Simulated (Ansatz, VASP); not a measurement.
Sb in VASP and in Ansatz

```xyz
2
Lattice="4.1052 0.0000 0.0000 -2.0526 3.5552 0.0000 0.0000 0.0000 26.8552" Properties=species:S:1:pos:R:3 pbc="T T T"
Sb    0.0000    2.3701    8.4589
Sb    2.0526    1.1851   10.0688
```

Alike in both runs: task single point; functional r2SCAN; k mesh 12 × 12 × 1; no spin polarisation.

|  | VASP | Ansatz |
| --- | --- | --- |
| version | VASP 6.6.1 | Ansatz 0.2.0 |
| potentials or method | VASP PAW PBE potentials, release 64 (Sb) | plane waves, PAW |
| plane-wave cutoff (eV) | 520 | 500 |
| occupations | gaussian, width 0.01 eV | fixed |
| valence electrons in the cell | 10 | 30 |

```csv
,VASP,Ansatz,Ansatz less VASP
gap on the k mesh at the Fermi level (eV),1.62,1.62,-0.003
rms of the force components (eV/Å),0.070,0.009,-0.0612
```

VASP's potentials were made for PBE, not for r2SCAN. Atom by atom the forces differ by 0.061 eV/Å (rms over components). VASP's potentials hold 10 valence electrons a cell and Ansatz's 30, so a difference there can come from the potentials and not from the codes.

Spin-orbit coupling is off throughout.
